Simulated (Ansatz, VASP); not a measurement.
**MgO: VASP beside Ansatz**

```xyz
8
Lattice="1.4689 2.5441 2.6798 -1.4689 -2.5441 2.6798 4.4066 -2.5441 0.0000" Properties=species:S:1:pos:R:3 pbc="T T T"
Mg    0.0000    0.0000    2.6798
Mg    1.4689   -2.5441    2.6798
Mg    2.9377    0.0000    2.6798
Mg    0.0000    0.0000    0.0000
O     1.9689   -0.8480    4.0197
O     2.9377   -3.3922    4.0197
O     2.9377   -3.3922    1.3399
O     1.4689   -0.8480    1.3399
```

Alike in both runs: task single point; functional PBE; k mesh 6 × 6 × 6; occupations gaussian, width 0.05 eV; no spin polarisation.

|  | VASP | Ansatz |
| --- | --- | --- |
| version | VASP 6.6.1 | Ansatz 0.2.0 |
| potentials or method | VASP PAW PBE potentials, release 64 (Mg, O), cutoff 520 eV | scalar-relativistic, plane waves, PAW |
| valence electrons in the cell | 32 | 64 |

|  | VASP | Ansatz | Ansatz less VASP |
| --- | --- | --- | --- |
| gap on the k mesh at the Fermi level (eV) | 2.51 | 2.54 | +0.026 |
| least direct gap on the mesh (eV) | 2.79 | 2.82 | +0.029 |
| pressure (GPa) | 4.5 | 5.0 | +0.56 |
| traceless stress, the component that is largest in VASP (GPa) | 2.09 | 2.07 | -0.025 |
| rms of the force components (eV/Å) | 1.259 | 1.245 | -0.0133 |

Atom by atom the forces differ by 0.015 eV/Å (rms over components). With one functional, cell and mesh, what is left measures potentials, basis and numerics. VASP's potentials hold 32 valence electrons a cell and Ansatz's 64, so a difference there can come from the potentials and not from the codes.
